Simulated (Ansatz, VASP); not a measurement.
One calculation of SiO2, two programs

File INCAR:

```
SYSTEM = SiO2
ALGO = Normal
EDIFF = 1E-6
ENCUT = 520
GGA = CA
ISIF = 2
ISMEAR = 0
LASPH = .True.
LCHARG = .False.
LREAL = .False.
LWAVE = .False.
NBANDS = 25
NELM = 80
PREC = Accurate
SIGMA = 0.05
```

The input KPOINTS:

```
k-points
0
Gamma
  6 6 10
  0 0 0
```

File POSCAR:

```
SiO2
1.0
    4.1671683621      0.0000000000      0.0000000000
    0.0000000000      4.1671683621      0.0000000000
    0.0000000000      0.0000000000      2.3073611221
Si O
2 4
Direct
    0.5000000000      0.5000000000      0.5000000000
    0.0000000000      0.0000000000      0.0000000000
    0.6944252994      0.6944252994      0.0000000000
    0.1944252994      0.8055747006      0.5000000000
    0.3055747006      0.3055747006      0.0000000000
    0.8055747006      0.1944252994      0.5000000000
```

Input for Ansatz:

```yaml
crystal:
  lattice:
    - [4.1671683621, 0.0, 0.0]
    - [0.0, 4.1671683621, 0.0]
    - [0.0, 0.0, 2.3073611221]
  atoms:
    - { symbol: Si, position: [0.5, 0.5, 0.5] }
    - { symbol: Si, position: [0.0, 0.0, 0.0] }
    - { symbol: O, position: [0.6944252994, 0.6944252994, 0.0] }
    - { symbol: O, position: [0.1944252994, 0.8055747006, 0.5] }
    - { symbol: O, position: [0.3055747006, 0.3055747006, 0.0] }
    - { symbol: O, position: [0.8055747006, 0.1944252994, 0.5] }
basis:
  ecutwfc: 520.0
kpoints:
  mp_grid: { grid: [6, 6, 10] }
hamiltonian:
  xc: lda
  pseudopotentials: { kind: paw, azcp: { folder: soft_1 } }
scf:
  occupations: { method: gaussian, width: 0.05 }
output:
  forces: true
  stress: true
  eigenvalues: true
  write_density: true
  write_potential: true
  elf: true
  volumetric_format: npy
```

Alike in both runs: task single point; functional LDA; k mesh 6 × 6 × 10; occupations gaussian, width 0.05 eV; no spin polarisation.

|  | VASP | Ansatz |
| --- | --- | --- |
| version | VASP 6.6.1 | Ansatz 0.2.0 |
| potentials or method | VASP PAW LDA potentials, release 64 (Si, O), cutoff 520 eV | scalar-relativistic, plane waves, PAW |
| valence electrons in the cell | 32 | 32 |

|  | VASP | Ansatz | Ansatz less VASP |
| --- | --- | --- | --- |
| gap on the k mesh at the Fermi level (eV) | 8.21 | 8.24 | +0.027 |
| least direct gap on the mesh (eV) | 8.21 | 8.24 | +0.027 |
| rms of the force components (eV/Å) | 0.543 | 0.484 | -0.0589 |

Ansatz warns that its potentials were made for another functional, while VASP's fit it. LDA's correlation is that of Perdew and Zunger in VASP and of Perdew and Wang (1992) in Ansatz. Atom by atom the forces differ by 0.059 eV/Å (rms over components).
